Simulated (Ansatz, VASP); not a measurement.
**GaN: VASP beside Ansatz**

```xyz
6
Lattice="3.0178 0.0000 0.0000 -1.5089 2.6135 0.0000 0.0000 0.0000 7.3920" Properties=species:S:1:pos:R:3 pbc="T T T"
Ga    0.0000    1.7423    6.1600
Ga    0.0000    0.0000    3.6960
Ga    1.5089    0.8712    1.2320
N     0.0000    0.0000    0.0000
N     1.5089    0.8712    4.9278
N     0.0000    1.7423    2.4642
```

Alike in both runs: functional PBE; k mesh 6 × 6 × 4; occupations gaussian, width 0.1 eV; no spin polarisation.

Ansatz relaxed the structure, and its values are those at the end. VASP's run is a single point on that final structure, the one shown.

```csv
,VASP,Ansatz
version,VASP 6.6.1,Ansatz 0.2.0
potentials or method,"VASP PAW PBE potentials, release 64 (Ga_d, N), cutoff 520 eV","scalar-relativistic, plane waves, PAW"
valence electrons in the cell,54,54
```

Ansatz gave:

| Property | Result |
| --- | --- |
| gap on the k mesh at the Fermi level (eV) | 0.40 |
| least direct gap on the mesh (eV) | 1.45 |

**Question.** Estimate VASP's values.

**Answer.** gap on the k mesh at the Fermi level (eV): 0.39; least direct gap on the mesh (eV): 1.44.

The functional is the same, so the differences come from potentials, cutoffs and numerics.
